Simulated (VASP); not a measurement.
**Si (a cell with a defect): single point with PBEsol**

System: Si (a cell with a defect).

```
Si
1.0
    10.86558    0.00000    0.00000
     0.00000   10.86558    0.00000
     0.00000    0.00000   10.86558
Si
65
Direct
  0.00025 0.99904 0.99876
  0.00044 0.00207 0.50003
  0.00046 0.50030 0.00185
  0.00974 0.50011 0.49980
  0.49959 0.00096 0.00066
  0.49807 0.00026 0.49907
  0.49807 0.49935 0.00003
  0.49459 0.49928 0.49906
  0.12463 0.12446 0.12418
  0.12617 0.12492 0.62567
  0.12619 0.62593 0.12472
  0.12941 0.62594 0.62576
  0.62409 0.12627 0.12608
  0.62363 0.12320 0.62479
  0.62366 0.62506 0.12299
  0.61399 0.62530 0.62505
  0.25039 0.25008 0.00071
  0.24981 0.24853 0.49899
  0.24852 0.75076 0.99889
  0.25153 0.75097 0.50002
  0.74879 0.24865 0.00010
  0.74877 0.24533 0.49914
  0.74968 0.75102 0.00191
  0.74956 0.76044 0.49982
  0.37582 0.37456 0.12601
  0.37253 0.37421 0.62476
  0.37393 0.87529 0.12419
  0.37436 0.87668 0.62572
  0.87451 0.37431 0.12300
  0.87496 0.36458 0.62517
  0.87549 0.87671 0.12468
  0.87549 0.87990 0.62584
  0.25038 0.00098 0.24981
  0.24852 0.99909 0.75048
  0.24980 0.49923 0.24833
  0.25156 0.50022 0.75080
  0.74881 0.00028 0.24840
  0.74969 0.00214 0.75073
  0.74876 0.49938 0.24514
  0.74960 0.50007 0.76026
  0.37584 0.12625 0.37428
  0.37390 0.12445 0.87498
  0.37255 0.62500 0.37399
  0.37436 0.62601 0.87646
  0.87449 0.12322 0.37405
  0.87544 0.12495 0.87646
  0.87494 0.62550 0.36435
  0.87550 0.62613 0.87969
  0.99743 0.24806 0.24783
  0.00419 0.24740 0.75443
  0.00420 0.75470 0.24719
  0.99615 0.74656 0.74631
  0.50255 0.25306 0.25278
  0.49743 0.24807 0.74768
  0.49740 0.74794 0.24781
  0.49690 0.75464 0.75438
  0.12720 0.37084 0.37062
  0.12680 0.37738 0.87714
  0.12687 0.87739 0.37715
  0.12189 0.87232 0.87208
  0.62830 0.37890 0.37869
  0.62024 0.37079 0.87747
  0.62023 0.87770 0.37053
  0.62685 0.87733 0.87706
  0.81128 0.56204 0.56187
```

- Program: VASP 6.6.1
- Task: single point
- Functional: PBEsol
- Potentials or basis: VASP PAW PBE potentials, release 64 (Si)
- Cutoff: 400 eV
- k mesh: 1 × 1 × 1, shifted
- Occupations: fermi-dirac, width 0.05 eV
- Spin: collinear spin
- Dipole correction: no
- Further INCAR settings: LREAL = Auto; ALGO = Normal; EDIFF = 1e-06; NBANDS = 172; ISYM = 0

```json
{"Pressure": "1.1 GPa", "Largest force": "0.342 eV/Å", "Band gap on the k mesh": "0.49 eV", "Net moment": "0.00 μB per cell", "Valence electrons inside the program's atomic spheres": "Si 1.69, 1.70, 1.66, 1.68, 1.74 (each value once)"}
```

Forces in eV/Å, atoms in the order of the input:
```
Si   0.056  0.027  0.026
Si   0.034  0.017  0.052
Si   0.032  0.052  0.017
Si   0.216 -0.171 -0.169
Si   0.022  0.024  0.025
Si   0.019  0.016  0.113
Si   0.020  0.113  0.015
Si   0.043 -0.019 -0.021
Si  -0.018 -0.024 -0.024
Si  -0.020 -0.014 -0.111
Si  -0.020 -0.111 -0.014
Si  -0.044  0.020  0.018
Si  -0.060 -0.024 -0.028
Si  -0.031 -0.018 -0.053
Si  -0.032 -0.053 -0.018
Si  -0.227  0.180  0.182
Si   0.026  0.021  0.026
Si   0.012  0.021  0.114
Si   0.029  0.059  0.023
Si   0.016  0.035  0.053
Si   0.116  0.018  0.015
Si  -0.018  0.039 -0.019
Si   0.056  0.035  0.015
Si  -0.169  0.215 -0.170
Si  -0.028 -0.061 -0.025
Si  -0.013 -0.036 -0.049
Si  -0.027 -0.023 -0.025
Si  -0.011 -0.020 -0.112
Si  -0.055 -0.034 -0.017
Si   0.169 -0.213  0.173
Si  -0.114 -0.019 -0.013
Si   0.020 -0.039  0.017
Si   0.026  0.024  0.022
Si   0.028  0.025  0.060
Si   0.013  0.114  0.019
Si   0.013  0.054  0.033
Si   0.114  0.016  0.018
Si   0.055  0.015  0.038
Si  -0.016 -0.018  0.038
Si  -0.170 -0.170  0.212
Si  -0.028 -0.023 -0.061
Si  -0.026 -0.024 -0.021
Si  -0.015 -0.050 -0.036
Si  -0.011 -0.113 -0.020
Si  -0.053 -0.018 -0.034
Si  -0.114 -0.013 -0.019
Si   0.168  0.169 -0.212
Si   0.020  0.017 -0.038
Si   0.074  0.037  0.036
Si   0.018  0.126  0.019
Si   0.018  0.019  0.124
Si  -0.013 -0.005 -0.004
Si   0.004 -0.001  0.003
Si   0.036  0.036  0.077
Si   0.038  0.077  0.036
Si   0.126  0.018  0.018
Si  -0.128 -0.021 -0.022
Si  -0.037 -0.077 -0.037
Si  -0.040 -0.037 -0.078
Si  -0.003  0.002  0.001
Si   0.007  0.006  0.005
Si  -0.018 -0.018 -0.127
Si  -0.017 -0.128 -0.016
Si  -0.078 -0.034 -0.034
Si   0.009 -0.011 -0.015
```

Stress tensor (GPa, compression positive):
```
 1.06 -0.17 -0.17
-0.17  1.06 -0.17
-0.17 -0.17  1.06
```

Levels at points of the mesh, in eV from the valence-band top:
Spin up:
| k point | band 128 | band 129 | band 130 | band 131 | band 132 | band 133 |
| --- | --- | --- | --- | --- | --- | --- |
| (0.25, 0.25, 0.25) | -0.57 | -0.48 | 0.00 | 0.49 | 0.49 | 0.81 |
Spin down:
| k point | band 126 | band 127 | band 128 | band 129 | band 130 | band 131 | band 132 | band 133 | band 134 | band 135 |
| --- | --- | --- | --- | --- | --- | --- | --- | --- | --- | --- |
| (0.25, 0.25, 0.25) | -1.01 | -0.57 | -0.57 | -0.48 | 0.00 | 0.49 | 0.49 | 0.81 | 0.82 | 0.82 |

Run time: 18 min on 4 MPI ranks on Oxide Virtual Turin-like Processor, on a shared host, peak memory 0.43 GiB a rank.

Caveat: the PAW data sets were made with another functional, which shifts forces and pressure a little.
